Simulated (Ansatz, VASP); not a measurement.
**MnO: VASP beside Ansatz**

```
Mn O
1.0
     2.67239    0.00000    0.00000
     0.00000    2.67239    0.00000
     0.00000    0.00000    2.67239
Mn O
1 1
Direct
  0.00000 0.00000 0.00000
  0.50000 0.50000 0.50000
```

Alike in both runs: task single point; functional PBE-based screened hybrid with a share of 0.3 of exact exchange and HFSCREEN = 0.2; k mesh 5 × 5 × 5; occupations fermi-dirac, width 0.05 eV; collinear spin.

|  | VASP | Ansatz |
| --- | --- | --- |
| version | VASP 6.6.1 | Ansatz 0.2.0 |
| potentials or method | VASP PAW PBE potentials, release 64 (Mn_pv, O) | Ansatz PAW |
| plane-wave cutoff (eV) | 520 | 420 |
| valence electrons in the cell | 19 | 21 |

```csv
,VASP,Ansatz,Ansatz less VASP
gap on the k mesh at the Fermi level (eV),2.48,2.48,+0.004
least direct gap on the mesh (eV),3.75,3.74,-0.010
pressure (GPa),15.9,15.1,-0.78
net moment per atom (μB),2.50,2.50,+0.003
size of the moment on the site where the two differ most (μB),4.59,4.38,-0.214
```

VASP's potentials were made for PBE, not for PBE-based screened hybrid. Site moments also hang on the region over which each program counts them. VASP's potentials hold 19 valence electrons a cell and Ansatz's 21, so a difference there can come from the potentials and not from the codes.

The k mesh is coarse, so the values compare programs but aren't converged. Noted on Ansatz's run: the magnetic or orbital state may not be the lowest; odd divisions of the mesh miss points on the zone boundary, where band edges often lie, so the gap on the mesh can be too wide.
